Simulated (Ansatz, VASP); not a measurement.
## Sb2Pt: VASP beside Ansatz

```
Sb Pt
1.0
     6.42000    0.00000    0.00000
     0.00000    6.42000    0.00000
     0.00000    0.00000    6.42000
Sb Pt
8 4
Direct
  0.37436 0.37436 0.37436
  0.12564 0.62564 0.87436
  0.87436 0.12564 0.62564
  0.62564 0.87436 0.12564
  0.62564 0.62564 0.62564
  0.87436 0.37436 0.12564
  0.12564 0.87436 0.37436
  0.37436 0.12564 0.87436
  0.00000 0.00000 0.00000
  0.50000 0.00000 0.50000
  0.50000 0.50000 0.00000
  0.00000 0.50000 0.50000
```

Alike in both runs: functional PBE; k mesh 5 × 5 × 5; occupations fermi-dirac, width 0.05 eV; no spin polarisation.

Ansatz relaxed the structure, and its values are those at the end. VASP's run is a single point on that final structure, the one shown.

|  | VASP | Ansatz |
| --- | --- | --- |
| version | VASP 6.6.1 | Ansatz 0.2.0 |
| potentials or method | VASP PAW PBE potentials, release 64 (Sb, Pt) | plane-wave PAW, scalar-relativistic |
| plane-wave cutoff (eV) | 520 | 420 |
| valence electrons in the cell | 80 | 192 |

VASP gave:

- pressure (GPa): 7.1
- rms of the force components (eV/Å): 0.013

Q: Estimate Ansatz's values.

A: Pressure (GPa): 7.5; rms of the force components (eV/Å): 0.003.

VASP's potentials hold 80 valence electrons a cell and Ansatz's 192, so a difference there can come from the potentials and not from the codes. Ansatz's warnings: stress scf threshold loose.

Spin-orbit coupling is off throughout.
